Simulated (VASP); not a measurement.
A run of VASP 6.6.1 is set up as follows.

INCAR

```
  PREC = Accurate
  ENCUT = 520
  EDIFF = 1E-7
  ISMEAR = 0
  SIGMA = 0.1
  LREAL = F
  LASPH = T
  NELM = 100
  ALGO = Fast
  ISIF = 2
  LWAVE = F
  LCHARG = T
  GGA = PE
  IVDW = 12
  LELF = T
  LVHAR = T
  NBANDS = 20
```

The input KPOINTS:

```
Automatic mesh
0
Gamma
  15 15 8
```

File POSCAR:

```
In
1.0
    3.3960634781      0.0000000000      0.0000000000
   -1.6980317391      2.9410772449      0.0000000000
    0.0000000000      0.0000000000      5.5690731599
In
2
Direct
    0.3333333333      0.6666666667      0.2500000000
    0.6666666667      0.3333333333      0.7500000000
```

Potentials or basis: VASP PAW PBE potentials, release 64 (In_d).

Launch:

```bash
$ cat potpaw_PBE.64/In_d/POTCAR > POTCAR
$ mpirun -np 1 vasp_std > vasp.out
```

Predict the pressure.

-2.1 GPa.

Predict the dispersion energy per atom.

-0.318 eV.

Estimate the band gap on the k mesh.

zero (bands 13 and 14 overlap by 5.85 eV).

Stress tensor (GPa, compression positive):
```
-2.04  0.00  0.00
 0.00 -2.04  0.00
 0.00  0.00 -2.17
```

Caveat: spin-orbit coupling is left out, which moves the levels of the heavy elements.
